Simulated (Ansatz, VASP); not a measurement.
**One calculation of Au, two programs**

File INCAR:

```
PREC = Accurate ; ENCUT = 520
EDIFF = 1E-6 ; ISMEAR = -1
SIGMA = 0.05 ; LREAL = False
LASPH = True ; NELM = 80
ALGO = Fast ; ISIF = 2
LWAVE = False ; LCHARG = True
GGA = CA ; LELF = True
LVHAR = True ; NBANDS = 12
```

File KPOINTS:

```
regular mesh
0
Gamma
  11 11 11
```

The input POSCAR:

```
Au
1.0
   -1.6461460541      1.6461460541      1.6461460541
    1.6461460541     -1.6461460541      1.6461460541
    1.6461460541      1.6461460541     -1.6461460541
Au
1
Direct
    0.0000000000      0.0000000000      0.0000000000
```

Contents of input.yaml:

```yaml
crystal:
  lattice:
    - [-1.6461460541, 1.6461460541, 1.6461460541]
    - [1.6461460541, -1.6461460541, 1.6461460541]
    - [1.6461460541, 1.6461460541, -1.6461460541]
  atoms:
    - { symbol: Au, position: [0.0, 0.0, 0.0] }
kpoints:
  mp_grid: { grid: [11, 11, 11] }
scf:
  occupations: { method: fermi_dirac, width: 0.05 }
hamiltonian:
  xc: lda
  pseudopotentials: { kind: all_electron, lapw: { basis_error: 0.001 } }
output:
  forces: true
  stress: true
  eigenvalues: true
```

Change from the starting cell: volume scaled by 0.98.

Alike in both runs: task single point; functional LDA; k mesh 11 × 11 × 11; occupations fermi-dirac, width 0.05 eV; no spin polarisation.

|  | VASP | Ansatz |
| --- | --- | --- |
| version | VASP 6.6.1 | Ansatz 0.2.0 |
| potentials or method | VASP PAW LDA potentials, release 64 (Au), cutoff 520 eV | all-electron LAPW, scalar-relativistic |

Ansatz gave:

| Property | Result |
| --- | --- |
| gap on the k mesh at the Fermi level (eV) | none |
| pressure (GPa) | -10.7 |

Q: Which values does VASP return?

A: gap on the k mesh at the Fermi level (eV): none; pressure (GPa): -10.3.

LDA's correlation is that of Perdew and Zunger in VASP and of Perdew and Wang (1992) in Ansatz. A gap of «none» marks a metal or a gap that the smearing closes. Ansatz ran all-electron here, and VASP with PAW potentials.

Neither program's run includes spin-orbit coupling.
